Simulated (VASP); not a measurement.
Set up this calculation in VASP 6.6.1, as the native input.

```yaml
Task: single point
Functional: r2SCAN
Potentials_or_basis: VASP PAW PBE potentials, release 64 (Pb_d, F)
Cutoff: 520 eV
k_mesh: 8 × 8 × 8
Occupations: gaussian, width 0.02 eV
Spin: no spin polarisation
Dipole_correction: no
Further_INCAR_settings: ALGO = Normal; EDIFF = 1e-06; NBANDS = 21
```

Crystal: PbF2.

```
CELL_PARAMETERS angstrom
0.00000 2.93070 2.93070
2.93070 0.00000 2.93070
2.93070 2.93070 0.00000
ATOMIC_POSITIONS crystal
Pb 0.00000 0.00000 0.00000
F 0.25000 0.25000 0.25000
F 0.75000 0.75000 0.75000
```

These files were run (other wordings do the same):

POSCAR

```
PbF2
1.0
    0.0000000000      2.9306951504      2.9306951504
    2.9306951504      0.0000000000      2.9306951504
    2.9306951504      2.9306951504      0.0000000000
Pb F
1 2
Direct
    0.0000000000      0.0000000000      0.0000000000
    0.2500000000      0.2500000000      0.2500000000
    0.7500000000      0.7500000000      0.7500000000
```

INCAR.step1

```
PREC = Accurate ; ENCUT = 520
ISMEAR = 0 ; SIGMA = 0.02
LREAL = F ; LASPH = T
NELM = 80 ; NBANDS = 21
GGA = PE ; ALGO = Normal
EDIFF = 1E-4 ; LWAVE = T
LCHARG = F
```

INCAR.step2

```
PREC = Accurate ; ENCUT = 520
EDIFF = 1E-6 ; ISMEAR = 0
SIGMA = 0.02 ; LREAL = F
LASPH = T ; NELM = 80
ALGO = Normal ; ISIF = 2
LWAVE = F ; LCHARG = F
METAGGA = R2SCAN ; LMIXTAU = T
NBANDS = 21 ; ISTART = 1
```

KPOINTS

```
Automatic mesh
0
Gamma
  8 8 8
```

Potentials or basis: VASP PAW PBE potentials, release 64 (Pb_d, F).

The run is started by

```bash
$ cat potpaw_PBE.64/Pb_d/POTCAR potpaw_PBE.64/F/POTCAR > POTCAR
$ cp INCAR.step1 INCAR
$ mpirun -np 1 vasp_std > vasp.out
$ cp INCAR.step2 INCAR
$ mpirun -np 1 vasp_std > vasp.out
```

Results of the run:

| Quantity | Value |
| --- | --- |
| Pressure | 2.5 GPa |
| Band gap on the k mesh | 4.92 eV (least direct gap 5.07 eV) |

Caveat: the PAW data sets were made with another functional, which shifts forces and pressure a little; spin-orbit coupling is left out, which moves the levels of the heavy elements.

It took 37 s on 1 thread of Intel(R) Xeon(R) 6975P-C (Granite Rapids), on a shared host, peak memory 0.19 GiB.
